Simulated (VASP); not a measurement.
NaI: single point with PBE

The system is NaI.

```xyz
2
Lattice="0.0000 3.2648 3.2648 3.2648 0.0000 3.2648 3.2648 3.2648 0.0000" Properties=species:S:1:pos:R:3 pbc="T T T"
Na    0.0000    0.0000    0.0000
I     3.2648    3.2648    3.2648
```

| Property | Result |
| --- | --- |
| Program | VASP 6.6.1 |
| Task | single point |
| Functional | PBE |
| Potentials or basis | VASP PAW PBE potentials, release 64 (Na_pv, I) |
| Cutoff | 520 eV |
| k mesh | 5 × 5 × 5 |
| Occupations | fermi-dirac, width 0.1 eV |
| Spin | no spin polarisation |
| Dipole correction | no |
| Further INCAR settings | ALGO = Normal; EDIFF = 1e-06; NBANDS = 14 |

| Quantity | Value |
| --- | --- |
| Pressure | 0.0 GPa |
| Band gap on the k mesh | 3.57 eV, direct |

Levels at points of the mesh, in eV from the valence-band top:
```
           k point  band 5  band 6  band 7  band 8  band 9  band 10
(0.00, 0.00, 0.00)    0.00    0.00    0.00    3.57    7.93     7.93
```

Run time: 14 s on 1 thread of AMD EPYC 7R13 (shared host), peak memory 0.17 GiB.

Caveat: spin-orbit coupling is left out, which moves the levels of the heavy elements.
